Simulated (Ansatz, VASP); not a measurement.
Two plane-wave programs on MgO

```
Mg O
1.0
     0.00000    2.10746    2.10746
     2.10746    0.00000    2.10746
     2.10746    2.10746    0.00000
Mg O
1 1
Direct
  0.00000 0.00000 0.00000
  0.50000 0.50000 0.50000
```

Alike in both runs: functional PBEsol; k mesh 10 × 10 × 10; occupations gaussian, width 0.02 eV; no spin polarisation.

Ansatz relaxed the structure, and its values are those at the end. VASP's run is a single point on that final structure, the one shown.

|  | VASP | Ansatz |
| --- | --- | --- |
| version | VASP 6.6.1 | Ansatz 0.2.0 |
| potentials or method | VASP PAW PBE potentials, release 64 (Mg, O), cutoff 520 eV | scalar-relativistic, plane waves, PAW |
| valence electrons in the cell | 8 | 16 |

Ansatz gave:

```
gap on the k mesh at the Fermi level (eV) : 4.62
least direct gap on the mesh (eV)         : 4.62
pressure (GPa)                            : 0.0
```

Task: Estimate VASP's values.

Result: gap on the k mesh at the Fermi level (eV): 4.61; least direct gap on the mesh (eV): 4.61; pressure (GPa): -0.6.

VASP's potentials were made for PBE, not for PBEsol, and Ansatz warns of the same on its side. With one functional, cell and mesh, what is left measures potentials, basis and numerics. VASP's potentials hold 8 valence electrons a cell and Ansatz's 16, so a difference there can come from the potentials and not from the codes.
